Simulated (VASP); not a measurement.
# YCdC4N4 (P-43m) in VASP: notebook

The runs below take YCdC4N4 through relaxation of cell and atoms, single point, with PBE.

Program: VASP 6.6.1. These are calculated values, not measurements. Logs are shortened: lines on timing, memory, paths and dates and some standing lists are left out, and cuts for length are marked.

## (1) The cell of the first run

The structure is cubic, space group P-43m (No. 215). Conventional cell: a = 6.548 Å, b = 6.548 Å, c = 6.548 Å, α = 90.00°, β = 90.00°, γ = 90.00°. Within 3.0 Å of Y (site symmetry -43m) lie 4 N at 2.27 Å. Within 2.9 Å of Cd (site symmetry -43m) lie 4 C at 2.22 Å. C (site symmetry 3m) has 1 N at 1.18 Å within 1.6 Å. Within 1.6 Å of N (site symmetry 3m) lie 1 C at 1.18 Å.

## (2) Relaxation of cell and atoms, PBE

File INCAR:

```
ALGO = Normal
EDIFF = 1E-6
EDIFFG = -0.01
ENCUT = 600
GGA = PE
IBRION = 2
ISIF = 3
ISMEAR = 0
LASPH = T
LCHARG = F
LREAL = F
LWAVE = F
NELM = 60
NSW = 100
PREC = Accurate
SIGMA = 0.1
```

File KPOINTS:

```
k-points
0
Gamma
  6 6 6
```

File POSCAR:

```
YCdC4N4
1.0
    6.5478013273      0.0000000000      0.0000000000
    0.0000000000      6.5478013273      0.0000000000
    0.0000000000      0.0000000000      6.5478013273
Y Cd C N
1 1 4 4
Direct
    0.5000000000      0.5000000000      0.5000000000
    0.0000000000      0.0000000000      0.0000000000
    0.1960346444      0.1960346444      0.1960346444
    0.1960346444      0.8039653556      0.8039653556
    0.8039653556      0.1960346444      0.8039653556
    0.8039653556      0.8039653556      0.1960346444
    0.2997816500      0.2997816500      0.2997816500
    0.2997816500      0.7002183500      0.7002183500
    0.7002183500      0.2997816500      0.7002183500
    0.7002183500      0.7002183500      0.2997816500
```

Potentials or basis: VASP PAW PBE potentials, release 64 (Y_sv, Cd, C, N).

Command:

```
$ cat potpaw_PBE.64/Y_sv/POTCAR potpaw_PBE.64/Cd/POTCAR potpaw_PBE.64/C/POTCAR potpaw_PBE.64/N/POTCAR > POTCAR
$ mpirun -np 1 vasp_std > vasp.out
```

OUTCAR:

```text
EDIFF = 1E-6
   EDIFFG = -0.01
   ENCUT = 600
   GGA = PE
   IBRION = 2
   ISIF = 3
   ISMEAR = 0
   LASPH = T
   LREAL = F
   NELM = 60
   NSW = 100
   PREC = Accurate

 ion  position               nearest neighbor table
   1  0.500  0.500  0.500-   7 2.27   8 2.27   9 2.27  10 2.27
   2  0.000  0.000  0.000-   3 2.22   4 2.22   5 2.22   6 2.22
   3  0.196  0.196  0.196-   7 1.18   2 2.22
   4  0.196  0.804  0.804-   8 1.18   2 2.22
   5  0.804  0.196  0.804-   9 1.18   2 2.22
   6  0.804  0.804  0.196-  10 1.18   2 2.22
   7  0.300  0.300  0.300-   3 1.18   1 2.27
   8  0.300  0.700  0.700-   4 1.18   1 2.27
   9  0.700  0.300  0.700-   5 1.18   1 2.27
  10  0.700  0.700  0.300-   6 1.18   1 2.27

  LATTYP: Found a simple cubic cell.
 ALAT       =     6.5478013273

  Lattice vectors:

 A1 = (   6.5478013273,   0.0000000000,   0.0000000000)
 A2 = (   0.0000000000,   6.5478013273,   0.0000000000)
 A3 = (   0.0000000000,   0.0000000000,   6.5478013273)

Analysis of symmetry for initial positions (statically):
=====================================================================
 Subroutine PRICEL returns:
 Original cell was already a primitive cell.

 Routine SETGRP: Setting up the symmetry group for a
 simple cubic supercell.

 Subroutine GETGRP returns: Found 24 space group operations
 (whereof 24 operations were pure point group operations)
 out of a pool of 48 trial point group operations.

The static configuration has the point symmetry T_d .

Analysis of symmetry for dynamics (positions and initial velocities):
=====================================================================
 Subroutine PRICEL returns:
 Original cell was already a primitive cell.

 Routine SETGRP: Setting up the symmetry group for a
 simple cubic supercell.

 Subroutine GETGRP returns: Found 24 space group operations
 (whereof 24 operations were pure point group operations)
 out of a pool of 48 trial point group operations.

The dynamic configuration has the point symmetry T_d .

 Subroutine INISYM returns: Found 24 space group operations
 (whereof 24 operations are pure point group operations),
 and found     1 'primitive' translations

----------------------------------------------------------------------------------------

                                     Primitive cell

  volume of cell :     280.7285

  direct lattice vectors                    reciprocal lattice vectors
     6.547801327  0.000000000  0.000000000     0.152723021  0.000000000  0.000000000
     0.000000000  6.547801327  0.000000000     0.000000000  0.152723021  0.000000000
     0.000000000  0.000000000  6.547801327     0.000000000  0.000000000  0.152723021

  length of vectors
     6.547801327  6.547801327  6.547801327     0.152723021  0.152723021  0.152723021

  position of ions in fractional coordinates (direct lattice)
     0.500000000  0.500000000  0.500000000
     0.000000000  0.000000000  0.000000000
     0.196034644  0.196034644  0.196034644
     0.196034644  0.803965356  0.803965356
     0.803965356  0.196034644  0.803965356
     0.803965356  0.803965356  0.196034644
     0.299781650  0.299781650  0.299781650
     0.299781650  0.700218350  0.700218350
     0.700218350  0.299781650  0.700218350
     0.700218350  0.700218350  0.299781650

  ion indices of the primitive-cell ions
   primitive index   ion index
                 1           1
                 2           2
                 3           3
                 4           4
                 5           5
                 6           6
                 7           7
                 8           8
                 9           9
                10          10

----------------------------------------------------------------------------------------

 KPOINTS: k-points

Automatic generation of k-mesh.
 Grid dimensions read from file:
 generate k-points for:    6    6    6

 Generating k-lattice:

  Cartesian coordinates                     Fractional coordinates (reciprocal lattice)
     0.025453837  0.000000000  0.000000000     0.166666667  0.000000000  0.000000000
     0.000000000  0.025453837  0.000000000     0.000000000  0.166666667  0.000000000
     0.000000000  0.000000000  0.025453837     0.000000000  0.000000000  0.166666667

  Length of vectors
     0.025453837  0.025453837  0.025453837

  Shift w.r.t. Gamma in fractional coordinates (k-lattice)
     0.000000000  0.000000000  0.000000000

 Subroutine IBZKPT returns following result:
 ===========================================

 Found     20 irreducible k-points:

 Following reciprocal coordinates:
            Coordinates               Weight
  0.000000  0.000000  0.000000      1.000000
  0.166667  0.000000  0.000000      6.000000
  0.333333  0.000000  0.000000      6.000000
  0.500000  0.000000  0.000000      3.000000
  0.166667  0.166667  0.000000     12.000000
  0.333333  0.166667  0.000000     24.000000
[... 12 lines left out ...]
  0.500000  0.500000  0.333333      6.000000
  0.500000  0.500000  0.500000      1.000000
   k-points           NKPTS =     20   k-points in BZ     NKDIM =     20   number of bands    NBANDS=     35
   number of dos      NEDOS =    301   number of ions     NIONS =     10
   total plane-waves  NPLWV = 157464
   dimension x,y,z NGX =    54 NGY =   54 NGZ =   54
   dimension x,y,z NGXF=   108 NGYF=  108 NGZF=  108
   ions per type =               1   1   4   4
   NGX,Y,Z   is equivalent  to a cutoff of  13.71, 13.71, 13.71 a.u.
   NGXF,Y,Z  is equivalent  to a cutoff of  27.42, 27.42, 27.42 a.u.
 SYSTEM =  unknown system
   PREC   = accura    normal or accurate (medium, high low for compatibility)
   ISTART =      0    job   : 0-new  1-cont  2-samecut
   ICHARG =      2    charge: 1-file 2-atom 10-const
   ISPIN  =      1    spin polarized calculation?
   LNONCOLLINEAR =      F non collinear calculations
   LSORBIT =      F    spin-orbit coupling
   LASPH  =      T    aspherical Exc in radial PAW
   ENCUT  =  600.0 eV  44.10 Ry    6.64 a.u.  13.08 13.08 13.08*2*pi/ulx,y,z
   NELM   =     60;   NELMIN=  2; NELMDL= -5     # of ELM steps
   EDIFF  = 0.1E-05   stopping-criterion for ELM
   LREAL  =      F    real-space projection
   EDIFFG = -.1E-01   stopping-criterion for IOM
   NSW    =    100    number of steps for IOM
   IBRION =      2    ionic relax: 0-MD 1-quasi-New 2-CG
   NFREE  =      1    steps in history (QN), initial steepest desc. (CG)
   ISIF   =      3    stress and relaxation
   ISYM   =      2    0-nonsym 1-usesym 2-fastsym
   POTIM  = 0.5000    time-step for ionic-motion
   TEBEG  =    0.0;   TEEND  =   0.0 temperature during run
   PSTRESS=    0.0 pullay stress
   NELECT =      59.0000    total number of electrons
   NUPDOWN=      -1.0000    fix difference up-down
   EMIN   =  10.00;   EMAX   =-10.00  energy-range for DOS
   EFERMI =   0.00;   METHOD = LEGACY
   ISMEAR =     0;   SIGMA  =   0.10  broadening in eV -4-tet -1-fermi 0-gaus
   EFERMI_NEDOS =   21; number of points for ismear=-14 and -15
   IALGO  =     38    algorithm
   IMIX   =      4    mixing-type and parameters
     AMIX     =   0.40;   BMIX     =  1.00
     AMIX_MAG =   1.60;   BMIX_MAG =  1.00
  volume/ion in A,a.u.               =      28.07       189.44
  Fermi-wavevector in a.u.,A,eV,Ry     =   0.973337  1.839341 12.889961  0.947385
  Thomas-Fermi vector in A             =   2.103709
   LORBIT       =      0    0 simple, 1 ext, 2 COOP (PROOUT), +10 PAW based schemes
   GGA     = PE    functional components
   LHFCALC =     F    Hartree Fock is set to
   AEXX    =    0.0000 exact exchange contribution
   IVDW    =     0    specifies the selected vdW correction
   LEPSILON=     F    determine dielectric tensor
   LRPA    =     F    only Hartree local field effects (RPA)
 conjugate gradient relaxation of ions
 non-spin polarized calculation
 Gauss-broadening in eV      SIGMA  =   0.10
  energy-cutoff  :      600.00
  volume of cell :      280.73
 maximum number of plane-waves:      9448
 NGX is ok and might be reduce to    54
   NGX = 27   NGY = 27   NGZ = 27

--------------------------------------- Ionic step        1  -------------------------------------------

 number of electron      58.9999999 magnetization

 Free energy of the ion-electron system (eV)
  ---------------------------------------------------
  ext. energy  EPLUGINS =         0.00000000
  ---------------------------------------------------
  free energy    TOTEN  =       -76.00184984 eV

  energy without entropy =      -75.93799206  energy(sigma->0) =      -75.96992095

------------------------ aborting loop because EDIFF is reached ----------------------------------------

  FORCE on cell =-STRESS in cart. coord.  units (eV):
  Direction    XX          YY          ZZ          XY          YZ          ZX
  --------------------------------------------------------------------------------------
  -------------------------------------------------------------------------------------
  Total        0.5745515      0.5745515      0.5745515      0.0000000     -0.0000000      0.0000000
  in kB        3.2790877      3.2790877      3.2790877      0.0000000     -0.0000000      0.0000000
  external PRESSURE =       3.2790877 kB  Pullay stress =       0.0000000 kB
[... 113 lines left out ...]
  FREE ENERGIE OF THE ION-ELECTRON SYSTEM (eV)
  ---------------------------------------------------
  free  energy   TOTEN  =       -76.0037940515 eV

  energy  without entropy=      -75.9401148755  energy(sigma->0) =      -75.97195446

[... ionic steps 4 to 9 ...]

--------------------------------------- Ionic step       10  -------------------------------------------

 number of electron      59.0000000 magnetization

------------------------ aborting loop because EDIFF is reached ----------------------------------------

  FORCE on cell =-STRESS in cart. coord.  units (eV):
  Direction    XX          YY          ZZ          XY          YZ          ZX
  --------------------------------------------------------------------------------------
  -------------------------------------------------------------------------------------
  Total       -0.0577658     -0.0577658     -0.0577658     -0.0000000      0.0000000      0.0000000
  in kB       -0.3285190     -0.3285190     -0.3285190     -0.0000000      0.0000000      0.0000000
  external PRESSURE =      -0.3285190 kB  Pullay stress =       0.0000000 kB
[... 73 lines left out ...]
  energy  without entropy=      -75.9408254117  energy(sigma->0) =      -75.97262618

--------------------------------------- Ionic step       12  -------------------------------------------

 number of electron      59.0000000 magnetization

 Free energy of the ion-electron system (eV)
  ---------------------------------------------------
  ext. energy  EPLUGINS =         0.00000000
  ---------------------------------------------------
  free energy    TOTEN  =       -76.00443560 eV

  energy without entropy =      -75.94087135  energy(sigma->0) =      -75.97265348

 E-fermi :   0.8466     XC(G=0):  -6.2579

 val. band max:        0.8375292777   @ k =   0.1667   0.0000   0.0000
 cond. band min:       0.8490067567   @ k =   0.5000   0.1667   0.1667
 fundamental gap:      0.0114774791
 Fermi energy:         0.8466211922

 k-point     1 :       0.0000    0.0000    0.0000
  band No.  band energies     occupation
      1     -43.4928      2.00000
      2     -23.6380      2.00000
      3     -23.6380      2.00000
      4     -23.6380      2.00000
      5     -19.2513      2.00000
      6     -19.1529      2.00000
[... 786 lines left out ...]
  FREE ENERGIE OF THE ION-ELECTRON SYSTEM (eV)
  ---------------------------------------------------
  free  energy   TOTEN  =       -76.0044356039 eV

  energy  without entropy=      -75.9408713544  energy(sigma->0) =      -75.97265348

 reached required accuracy - stopping structural energy minimisation
```

It took 59 min on 1 thread of Intel Xeon 8259CL, shared host; peak memory 0.62 GiB.

What came out:

- Free energy: -76.0044 eV
- Relaxed volume: 28.15 Å³/atom
- Relaxed cell: a = 6.554 Å, b = 6.554 Å, c = 6.554 Å, α = 90.00°, β = 90.00°, γ = 90.00°
- Space group after relaxing (to 0.1 Å): P-43m (No. 215)
- Energy gained by relaxing: 0.3 meV/atom
- Ionic steps: 12
- Pressure after relaxing: 0.0 GPa
- Largest force after relaxing: 0.003 eV/Å
- Band gap on the k mesh: zero (an odd number of electrons rules out a gap without spin polarisation)

Forces in eV/Å, atoms in the order of the input:
```
Y    0.000  0.000  0.000
Cd   0.000  0.000  0.000
C   -0.002 -0.002 -0.002
C   -0.002  0.002  0.002
C    0.002 -0.002  0.002
C    0.002  0.002 -0.002
N    0.002  0.002  0.002
N    0.002 -0.002 -0.002
N   -0.002  0.002 -0.002
N   -0.002 -0.002  0.002
```

The path:
| step | energy change (eV) | largest force (eV/Å) | pressure (GPa) | volume (Å³) |
| --- | --- | --- | --- | --- |
| 1 | 0.0000 | 0.3439 | 0.33 | 280.73 |
| 2 | 0.1780 | 2.9347 | -2.40 | 283.07 |
| 3 | -0.0019 | 0.0504 | 0.05 | 280.94 |
| 4 | -0.0019 | 0.0441 | 0.05 | 280.94 |
| 5 | -0.0019 | 0.0377 | 0.06 | 280.93 |
| 6 | -0.0023 | 0.0237 | 0.02 | 281.27 |
| 7 | -0.0025 | 0.0179 | -0.01 | 281.63 |
| 8 | -0.0025 | 0.0158 | -0.02 | 281.77 |
| 9 | -0.0025 | 0.0645 | -0.05 | 281.63 |
| 10 | -0.0026 | 0.0209 | -0.03 | 281.72 |
| 11 | -0.0026 | 0.0120 | -0.02 | 281.65 |
| 12 | -0.0026 | 0.0034 | 0.01 | 281.51 |

Final structure:
```
Y Cd C N
1.0
     6.55390    0.00000    0.00000
     0.00000    6.55390    0.00000
     0.00000    0.00000    6.55390
Y Cd C N
1 1 4 4
Direct
  0.50000 0.50000 0.50000
  0.00000 0.00000 0.00000
  0.19631 0.19631 0.19631
  0.19631 0.80369 0.80369
  0.80369 0.19631 0.80369
  0.80369 0.80369 0.19631
  0.30023 0.30023 0.30023
  0.30023 0.69977 0.69977
  0.69977 0.30023 0.69977
  0.69977 0.69977 0.30023
```

Caveat: an odd number of electrons without spin polarisation forces a metal; a magnetic or distorted state may lie lower.

(Part 1 of 2 ends here.)

The gap in the log of VASP goes by the Fermi energy; the results here count the filled bands.